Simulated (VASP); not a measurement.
# Si2WC3 (P-3m1) in VASP: notebook

The runs below take Si2WC3 through single point, with PBE.

Program: VASP 6.6.1. These are calculated values, not measurements. Logs are shortened: lines on timing, memory, paths and dates and some standing lists are left out, and cuts for length are marked.

**1. The cell of the first run**

The structure is trigonal, space group P-3m1 (No. 164). The conventional cell has a = 2.877 Å, b = 2.877 Å, c = 7.576 Å, α = 90.00°, β = 90.00°, γ = 120.00°. Si (site symmetry 3m) has 6 C at 2.01 to 2.04 Å within 2.7 Å. W (site symmetry -3m) has 6 C at 2.22 Å and 6 W at 2.88 Å within 2.9 Å. C (site symmetry -3m) has 6 Si at 2.04 Å within 2.7 Å. C (site symmetry 3m) has 3 Si at 2.01 Å and 3 W at 2.22 Å within 2.7 Å.

**2. Single point, PBE**

File INCAR:

```
PREC = Accurate ; ENCUT = 600
EDIFF = 1E-6 ; ISMEAR = 0
SIGMA = 0.2 ; LREAL = F
LASPH = T ; NELM = 120
ALGO = Normal ; ISIF = 2
LWAVE = F ; LCHARG = F
GGA = PE ; NBANDS = 26
GGA_COMPAT = F
```

File KPOINTS:

```
regular mesh
0
Gamma
  5 5 3
```

File POSCAR:

```
Si2WC3
1.0
    2.8773025210      0.0000000000      0.0000000000
   -1.4386512605      2.4918170775      0.0000000000
    0.0000000000      0.0000000000      7.5755585494
Si W C
2 1 3
Direct
    0.3333333333      0.6666666667      0.3437801403
    0.6666666667      0.3333333333      0.6562198597
    0.0000000000      0.0000000000      0.0000000000
    0.0000000000      0.0000000000      0.5000000000
    0.6666666667      0.3333333333      0.1949936928
    0.3333333333      0.6666666667      0.8050063072
```

Potentials or basis: VASP PAW PBE potentials, release 64 (Si, W_sv, C).

Run with:

```console
$ cat potpaw_PBE.64/Si/POTCAR potpaw_PBE.64/W_sv/POTCAR potpaw_PBE.64/C/POTCAR > POTCAR
$ mpirun -np 1 vasp_std > vasp.out
```

OUTCAR:

```text
PREC = Accurate
   ENCUT = 600
   EDIFF = 1E-6
   ISMEAR = 0
   LREAL = F
   LASPH = T
   NELM = 120
   ISIF = 2
   GGA = PE

 ion  position               nearest neighbor table
   1  0.333  0.667  0.344-   5 2.01   5 2.01   5 2.01   4 2.04   4 2.04   4 2.04   2 2.89   2 2.89
                             2 2.89   3 3.09   3 3.09   3 3.09
   2  0.667  0.333  0.656-   6 2.01   6 2.01   6 2.01   4 2.04   4 2.04   4 2.04   1 2.89   1 2.89
                             1 2.89   3 3.09   3 3.09   3 3.09
   3  0.000  0.000  0.000-   5 2.22   6 2.22   6 2.22   5 2.22   5 2.22   6 2.22   1 3.09   2 3.09
                             1 3.09   2 3.09   1 3.09   2 3.09
   4  0.000  0.000  0.500-   1 2.04   2 2.04   1 2.04   2 2.04   2 2.04   1 2.04
   5  0.667  0.333  0.195-   1 2.01   1 2.01   1 2.01   3 2.22   3 2.22   3 2.22
   6  0.333  0.667  0.805-   2 2.01   2 2.01   2 2.01   3 2.22   3 2.22   3 2.22

  LATTYP: Found a hexagonal cell.
 ALAT       =     2.8773025210
 C/A-ratio  =     2.6328682834

  Lattice vectors:

 A1 = (   2.8773025210,   0.0000000000,   0.0000000000)
 A2 = (  -1.4386512605,   2.4918170775,   0.0000000000)
 A3 = (   0.0000000000,   0.0000000000,   7.5755585494)

Analysis of symmetry for initial positions (statically):
=====================================================================
 Subroutine PRICEL returns:
 Original cell was already a primitive cell.

 Routine SETGRP: Setting up the symmetry group for a
 hexagonal supercell.

 Subroutine GETGRP returns: Found 12 space group operations
 (whereof 12 operations were pure point group operations)
 out of a pool of 24 trial point group operations.

The static configuration has the point symmetry D_3d.

Analysis of symmetry for dynamics (positions and initial velocities):
=====================================================================
 Subroutine PRICEL returns:
 Original cell was already a primitive cell.

 Routine SETGRP: Setting up the symmetry group for a
 hexagonal supercell.

 Subroutine GETGRP returns: Found 12 space group operations
 (whereof 12 operations were pure point group operations)
 out of a pool of 24 trial point group operations.

The dynamic configuration has the point symmetry D_3d.

 Subroutine INISYM returns: Found 12 space group operations
 (whereof 12 operations are pure point group operations),
 and found     1 'primitive' translations

----------------------------------------------------------------------------------------

                                     Primitive cell

  volume of cell :      54.3146

  direct lattice vectors                    reciprocal lattice vectors
     2.877302521  0.000000000  0.000000000     0.347547744  0.200656784  0.000000000
    -1.438651260  2.491817077  0.000000000     0.000000000  0.401313567  0.000000000
     0.000000000  0.000000000  7.575558549     0.000000000  0.000000000  0.132003468

  length of vectors
     2.877302521  2.877302521  7.575558549     0.401313567  0.401313567  0.132003468

  position of ions in fractional coordinates (direct lattice)
     0.333333333  0.666666667  0.343780140
     0.666666667  0.333333333  0.656219860
     0.000000000  0.000000000  0.000000000
     0.000000000  0.000000000  0.500000000
     0.666666667  0.333333333  0.194993693
     0.333333333  0.666666667  0.805006307

  ion indices of the primitive-cell ions
   primitive index   ion index
                 1           1
                 2           2
                 3           3
                 4           4
                 5           5
                 6           6

----------------------------------------------------------------------------------------

 KPOINTS: regular mesh

Automatic generation of k-mesh.
 Grid dimensions read from file:
 generate k-points for:    5    5    3

 Generating k-lattice:

  Cartesian coordinates                     Fractional coordinates (reciprocal lattice)
     0.069509549  0.040131357  0.000000000     0.200000000  0.000000000  0.000000000
     0.000000000  0.080262713  0.000000000     0.000000000  0.200000000  0.000000000
     0.000000000  0.000000000  0.044001156     0.000000000  0.000000000  0.333333333

  Length of vectors
     0.080262713  0.080262713  0.044001156

  Shift w.r.t. Gamma in fractional coordinates (k-lattice)
     0.000000000  0.000000000  0.000000000

 Subroutine IBZKPT returns following result:
 ===========================================

 Found     12 irreducible k-points:

 Following reciprocal coordinates:
            Coordinates               Weight
  0.000000  0.000000  0.000000      1.000000
  0.200000 -0.000000  0.000000      6.000000
  0.400000 -0.000000  0.000000      6.000000
  0.200000  0.200000  0.000000      6.000000
  0.400000  0.200000  0.000000      6.000000
  0.000000  0.000000  0.333333      2.000000
  0.200000 -0.000000  0.333333      6.000000
  0.000000  0.200000  0.333333      6.000000
  0.400000 -0.000000  0.333333      6.000000
  0.000000  0.400000  0.333333      6.000000
  0.200000  0.200000  0.333333     12.000000
  0.400000  0.200000  0.333333     12.000000
   k-points           NKPTS =     12   k-points in BZ     NKDIM =     12   number of bands    NBANDS=     26
   number of dos      NEDOS =    301   number of ions     NIONS =      6
   total plane-waves  NPLWV =  36864
   dimension x,y,z NGX =    24 NGY =   24 NGZ =   64
   dimension x,y,z NGXF=    48 NGYF=   48 NGZF=  128
   ions per type =               2   1   3
   NGX,Y,Z   is equivalent  to a cutoff of  13.87, 13.87, 14.04 a.u.
   NGXF,Y,Z  is equivalent  to a cutoff of  27.73, 27.73, 28.09 a.u.
 SYSTEM =  unknown system
   PREC   = accura    normal or accurate (medium, high low for compatibility)
   ISTART =      0    job   : 0-new  1-cont  2-samecut
   ICHARG =      2    charge: 1-file 2-atom 10-const
   ISPIN  =      1    spin polarized calculation?
   LNONCOLLINEAR =      F non collinear calculations
   LSORBIT =      F    spin-orbit coupling
   LASPH  =      T    aspherical Exc in radial PAW
   ENCUT  =  600.0 eV  44.10 Ry    6.64 a.u.   5.75  5.75 15.13*2*pi/ulx,y,z
   NELM   =    120;   NELMIN=  2; NELMDL= -5     # of ELM steps
   EDIFF  = 0.1E-05   stopping-criterion for ELM
   LREAL  =      F    real-space projection
   EDIFFG = 0.1E-04   stopping-criterion for IOM
   NSW    =      0    number of steps for IOM
   IBRION =     -1    ionic relax: 0-MD 1-quasi-New 2-CG
   NFREE  =      0    steps in history (QN), initial steepest desc. (CG)
   ISIF   =      2    stress and relaxation
   ISYM   =      2    0-nonsym 1-usesym 2-fastsym
   POTIM  = 0.5000    time-step for ionic-motion
   TEBEG  =    0.0;   TEEND  =   0.0 temperature during run
   PSTRESS=    0.0 pullay stress
   NELECT =      34.0000    total number of electrons
   NUPDOWN=      -1.0000    fix difference up-down
   EMIN   =  10.00;   EMAX   =-10.00  energy-range for DOS
   EFERMI =   0.00;   METHOD = LEGACY
   ISMEAR =     0;   SIGMA  =   0.20  broadening in eV -4-tet -1-fermi 0-gaus
   EFERMI_NEDOS =   21; number of points for ismear=-14 and -15
   IALGO  =     38    algorithm
   IMIX   =      4    mixing-type and parameters
     AMIX     =   0.40;   BMIX     =  1.00
     AMIX_MAG =   1.60;   BMIX_MAG =  1.00
  volume/ion in A,a.u.               =       9.05        61.09
  Fermi-wavevector in a.u.,A,eV,Ry     =   1.400433  2.646435 26.683920  1.961213
  Thomas-Fermi vector in A             =   2.523394
   LORBIT       =      0    0 simple, 1 ext, 2 COOP (PROOUT), +10 PAW based schemes
   GGA     = PE    functional components
   LHFCALC =     F    Hartree Fock is set to
   AEXX    =    0.0000 exact exchange contribution
   IVDW    =     0    specifies the selected vdW correction
   LEPSILON=     F    determine dielectric tensor
   LRPA    =     F    only Hartree local field effects (RPA)
 non-spin polarized calculation
 Gauss-broadening in eV      SIGMA  =   0.20
  energy-cutoff  :      600.00
  volume of cell :       54.31
 maximum number of plane-waves:      1820
 NGX is ok and might be reduce to    24
   NGX = 11   NGY = 11   NGZ = 31

 number of electron      33.9999999 magnetization

 Free energy of the ion-electron system (eV)
  ---------------------------------------------------
  ext. energy  EPLUGINS =         0.00000000
  ---------------------------------------------------
  free energy    TOTEN  =       -48.70357418 eV

  energy without entropy =      -48.68727161  energy(sigma->0) =      -48.69542289

 E-fermi :  12.0331     XC(G=0): -13.0989

 val. band max:       11.9744497710   @ k =   0.2000   0.2000   0.0000
 cond. band min:      12.1234021165   @ k =   0.0000   0.0000   0.0000
 fundamental gap:      0.1489523455
 Fermi energy:        12.0331444947

 k-point     1 :       0.0000    0.0000    0.0000
  band No.  band energies     occupation
      1     -62.6240      2.00000
      2     -26.9923      2.00000
      3     -26.4390      2.00000
      4     -26.4390      2.00000
      5      -5.6869      2.00000
      6      -3.2486      2.00000
[... 18 lines left out ...]
     25      19.3422      0.00000
     26      19.5201      0.00000

 k-point     2 :       0.2000   -0.0000    0.0000
  band No.  band energies     occupation
      1     -62.6015      2.00000
      2     -26.9388      2.00000
      3     -26.7471      2.00000
      4     -26.5094      2.00000
      5      -4.8220      2.00000
      6      -2.5695      2.00000
[... 18 lines left out ...]
     25      19.7436      0.00000
     26      20.9116      0.00000

 k-point     3 :       0.4000   -0.0000    0.0000
  band No.  band energies     occupation
      1     -62.5648      2.00000
      2     -27.2198      2.00000
      3     -26.8508      2.00000
      4     -26.6212      2.00000
      5      -2.3575      2.00000
      6      -0.8933      2.00000
[... 224 lines left out ...]
 k-point    11 :       0.2000    0.2000    0.3333
  band No.  band energies     occupation
      1     -62.5718      2.00000
      2     -27.0544      2.00000
      3     -26.8681      2.00000
      4     -26.6829      2.00000
      5      -3.0906      2.00000
      6      -1.5032      2.00000
[... 18 lines left out ...]
     25      20.2357      0.00000
     26      20.7922      0.00000

 k-point    12 :       0.4000    0.2000    0.3333
  band No.  band energies     occupation
      1     -62.5535      2.00000
      2     -27.1971      2.00000
      3     -26.8321      2.00000
      4     -26.8237      2.00000
      5      -0.4395      2.00000
      6      -0.2330      2.00000
[... 18 lines left out ...]
     25      20.4142      0.00000
     26      21.1027      0.00000

------------------------ aborting loop because EDIFF is reached ----------------------------------------

  FORCE on cell =-STRESS in cart. coord.  units (eV):
  Direction    XX          YY          ZZ          XY          YZ          ZX
  --------------------------------------------------------------------------------------
  -------------------------------------------------------------------------------------
  Total        0.1142000      0.1142000      0.0795867     -0.0000000      0.0000000      0.0000000
  in kB        3.3686842      3.3686842      2.3476568     -0.0000000      0.0000000      0.0000000
  external PRESSURE =       3.0283418 kB  Pullay stress =       0.0000000 kB

 VOLUME and BASIS-vectors are now :
 -----------------------------------------------------------------------------
  energy-cutoff  :      600.00
  volume of cell :       54.31
      direct lattice vectors                 reciprocal lattice vectors
     2.877302521  0.000000000  0.000000000     0.347547744  0.200656784  0.000000000
    -1.438651260  2.491817077  0.000000000     0.000000000  0.401313567  0.000000000
     0.000000000  0.000000000  7.575558549     0.000000000  0.000000000  0.132003468

 POSITION                                       TOTAL-FORCE (eV/Angst)
 -----------------------------------------------------------------------------------
     -0.00000      1.66121      2.60433        -0.000000      0.000000     -0.001796
      1.43865      0.83061      4.97123         0.000000      0.000000      0.001796
      0.00000      0.00000      0.00000         0.000000      0.000000     -0.000000
      0.00000      0.00000      3.78778         0.000000      0.000000     -0.000000
      1.43865      0.83061      1.47719         0.000000     -0.000000      0.040193
     -0.00000      1.66121      6.09837        -0.000000      0.000000     -0.040193
 -----------------------------------------------------------------------------------
    total drift:                                0.000000      0.000000     -0.000000

  FREE ENERGIE OF THE ION-ELECTRON SYSTEM (eV)
  ---------------------------------------------------
  free  energy   TOTEN  =       -48.7035741765 eV

  energy  without entropy=      -48.6872716095  energy(sigma->0) =      -48.69542289
```

It took 41 s on 1 thread of Intel Xeon 8259CL, shared host; peak memory 0.19 GiB.

What came out:

| Quantity | Value |
| --- | --- |
| Free energy | -48.7036 eV |
| Pressure | 0.3 GPa |
| Largest force | 0.040 eV/Å |
| Band gap on the k mesh | zero (band 17 reaches 12.41 eV, above the bottom of band 18 at 11.97 eV) |

Forces in eV/Å, atoms in the order of the input:
```
Si   0.000  0.000 -0.002
Si   0.000  0.000  0.002
W    0.000  0.000  0.000
C    0.000  0.000  0.000
C    0.000  0.000  0.040
C    0.000  0.000 -0.040
```

Caveat: the k points lie up to 0.50 Å⁻¹ apart; spin-orbit coupling is left out, which moves the levels of the heavy elements.

**3. Single point, PBE**

File INCAR:

```
SYSTEM = Si2WC3
ALGO = Normal
EDIFF = 1E-6
ENCUT = 600
GGA = PE
GGA_COMPAT = .FALSE.
ISIF = 2
ISMEAR = 0
LASPH = .TRUE.
LCHARG = .TRUE.
LELF = .TRUE.
LREAL = .FALSE.
LVHAR = .TRUE.
LWAVE = .FALSE.
NBANDS = 26
NELM = 120
PREC = Accurate
SIGMA = 0.2
```

File KPOINTS:

```
k-points
0
G
  5 5 3
  0 0 0
```

File POSCAR:

```
Si2WC3
1.0
    2.8774944686      0.0000000000      0.0000000000
   -1.4387472343      2.4919833090      0.0000000000
    0.0000000000      0.0000000000      7.5706727255
Si W C
2 1 3
Direct
    0.6666666667      0.3333333333      0.1563239700
    0.3333333333      0.6666666667      0.8436760300
    0.0000000000      0.0000000000      0.5000000000
    0.6666666667      0.3333333333      0.6950880195
    0.3333333333      0.6666666667      0.3049119805
    0.0000000000      0.0000000000      0.0000000000
```

Potentials or basis: VASP PAW PBE potentials, release 64 (Si, W_sv, C).

Run with:

```console
$ cat potpaw_PBE.64/Si/POTCAR potpaw_PBE.64/W_sv/POTCAR potpaw_PBE.64/C/POTCAR > POTCAR
$ mpirun -np 1 vasp_std > vasp.out
```

Run time: 39 s. Hardware: 1 thread of Intel Xeon 8259CL, shared host; peak memory 0.18 GiB.

It converged, with:

```yaml
Free_energy: -48.7035 eV
Pressure: 0.4 GPa
Largest_force: 0.022 eV/Å
Band_gap_on_the_k_mesh: zero (band 17 reaches 12.43 eV, above the bottom of band 18 at 11.98 eV)
```

Forces in eV/Å, atoms in the order of the input:
```
Si   0.000  0.000 -0.019
Si   0.000  0.000  0.019
W    0.000  0.000  0.000
C    0.000  0.000  0.022
C    0.000  0.000 -0.022
C    0.000  0.000  0.000
```

Stress tensor (GPa, compression positive):
```
0.35 0.00 0.00
0.00 0.35 0.00
0.00 0.00 0.63
```

Levels at points of the mesh, in eV from the Fermi level:
| k point | band 13 | band 14 | band 15 | band 16 | band 17 | band 18 | band 19 | band 20 | band 21 | band 22 |
| --- | --- | --- | --- | --- | --- | --- | --- | --- | --- | --- |
| (0.00, 0.00, 0.00) | -0.72 | -0.72 | -0.39 | 0.09 | 0.09 | 0.26 | 0.26 | 3.12 | 3.12 | 6.45 |

Caveat: the k points lie up to 0.50 Å⁻¹ apart; spin-orbit coupling is left out, which moves the levels of the heavy elements.

(Continued in part 2 of 2.)
